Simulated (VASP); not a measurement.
# SnO: single point with pbe exchange, lda correlation

The system is SnO.

```
Sn O
1.0
     3.89129    0.00000    0.00000
     0.00000    3.89129    0.00000
     0.00000    0.00000    4.95891
Sn O
2 2
Direct
  0.50000 0.00000 0.23690
  0.00000 0.50000 0.76310
  0.00000 0.00000 0.00000
  0.50000 0.50000 0.00000
```

```json
{"Program": "VASP 6.6.1", "Task": "single point", "Functional": "pbe exchange, lda correlation", "Potentials or basis": "VASP PAW PBE potentials, release 64 (Sn_d, O)", "Cutoff": "600 eV", "k mesh": "5 × 5 × 4", "Occupations": "gaussian, width 0.01 eV", "Spin": "no spin polarisation"}
```

```yaml
Pressure: 4.9 GPa
Largest_force: 0.093 eV/Å
Band_gap_on_the_k_mesh: 1.00 eV (least direct gap 2.24 eV)
```

Forces on the atoms (eV/Å):
```
Sn   0.000  0.000 -0.093
Sn   0.000  0.000  0.093
O    0.000  0.000  0.000
O    0.000  0.000  0.000
```

Stress tensor (GPa, compression positive):
```
5.16 0.00 0.00
0.00 5.16 0.00
0.00 0.00 4.39
```

Levels at points of the mesh, in eV from the valence-band top:
| k point | band 16 | band 17 | band 18 | band 19 | band 20 | band 21 | band 22 | band 23 | band 24 | band 25 |
| --- | --- | --- | --- | --- | --- | --- | --- | --- | --- | --- |
| (0.00, 0.00, 0.00) | -5.45 | -2.93 | -2.65 | -2.65 | 0.00 | 2.24 | 4.62 | 4.77 | 4.77 | 5.75 |
| (0.00, 0.00, 0.50) | -3.28 | -2.98 | -2.66 | -2.66 | -1.79 | 2.04 | 3.24 | 3.24 | 3.86 | 7.81 |

Wall time 26 s on 1 thread of Intel(R) Xeon(R) Platinum 8488C (Sapphire Rapids) (shared host), peak memory 0.21 GiB.

Caveat: the cell stands under pressure; the PAW data sets were made with another functional, which shifts forces and pressure a little; spin-orbit coupling is left out, which moves the levels of the heavy elements; an odd mesh through Γ misses points on the zone boundary, where band edges can lie.
